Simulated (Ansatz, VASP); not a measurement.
Two plane-wave programs on Rh

INCAR

```
SYSTEM = Rh
PREC = Accurate
ENCUT = 520
EDIFF = 1E-6
ISMEAR = -1
SIGMA = 0.05
LREAL = .False.
LASPH = .True.
NELM = 150
ALGO = Fast
ISIF = 2
LWAVE = .False.
LCHARG = .True.
MAGMOM = 0 0 0 0 0 0 0 0 0 0 0 0
LORBIT = 11
LSORBIT = .True.
GGA_COMPAT = .False.
LORBMOM = .True.
LMAXMIX = 4
GGA = PS
LVHAR = .True.
NBANDS = 74
```

File KPOINTS:

```
regular mesh
0
Gamma
  11 11 3
  0 0 0
```

File POSCAR:

```
Rh
1.0
    2.6917446234      0.0000000000      0.0000000000
   -1.3458723117      2.3311192244      0.0000000000
    0.0000000000      0.0000000000      8.7980701300
Rh
4
Direct
    0.6666666667      0.3333333333      0.7500000000
    0.0000000000      0.0000000000      0.5000000000
    0.3333333333      0.6666666667      0.2500000000
    0.0000000000      0.0000000000      0.0000000000
```

File input.yaml:

```yaml
crystal:
  lattice:
    - [2.6917446234, 0.0, 0.0]
    - [-1.3458723117, 2.3311192244, 0.0]
    - [0.0, 0.0, 8.79807013]
  atoms:
    - { symbol: Rh, position: [0.6666666667, 0.3333333333, 0.75] }
    - { symbol: Rh, position: [0.0, 0.0, 0.5] }
    - { symbol: Rh, position: [0.3333333333, 0.6666666667, 0.25] }
    - { symbol: Rh, position: [0.0, 0.0, 0.0] }
hamiltonian:
  xc: pbesol
  pseudopotentials: { kind: paw_fr }
magnetization:
  noncollinear: true
  spin_orbit: true
kpoints:
  mp_grid: { grid: [11, 11, 3] }
  band_path:
    path:
      - [[0.0, 0.0, 0.0], [0.5, 0.0, 0.0], [0.3333333333, 0.3333333333, 0.0], [0.0, 0.0, 0.0], [0.0, 0.0, 0.5], [0.5, 0.0, 0.5], [0.3333333333, 0.3333333333, 0.5], [0.0, 0.0, 0.5]]
      - [[0.5, 0.0, 0.5], [0.5, 0.0, 0.0]]
      - [[0.3333333333, 0.3333333333, 0.0], [0.3333333333, 0.3333333333, 0.5]]
    npoints: 14
scf:
  occupations: { method: fermi_dirac, width: 0.05 }
  n_extra_bands: 10
output:
  forces: true
  stress: true
  eigenvalues: true
  fatbands: false
```

Alike in both runs: functional PBEsol; k mesh 11 × 11 × 3; occupations fermi-dirac, width 0.05 eV; non-collinear spin, spin-orbit coupling.

|  | VASP | Ansatz |
| --- | --- | --- |
| version | VASP 6.6.1 | Ansatz 0.2.0 |
| potentials or method | VASP PAW PBE potentials, release 64 (Rh_pv) | Ansatz PAW |
| plane-wave cutoff (eV) | 520 | 420 |
| valence electrons in the cell | 60 | 68 |
| task | single point | band structure |

Ansatz gave:

| Quantity | Value |
| --- | --- |
| pressure (GPa) | -5.4 |
| traceless stress, the component that is largest in VASP (GPa) | -1.12 |

Problem. Estimate VASP's values.

Solution. Pressure (GPa): -5.3; traceless stress, the component that is largest in VASP (GPa): -1.11.

VASP's potentials were made for PBE, not for PBEsol. With one functional, cell and mesh, what is left measures potentials, basis and numerics. VASP's potentials hold 60 valence electrons a cell and Ansatz's 68, so a difference there can come from the potentials and not from the codes.
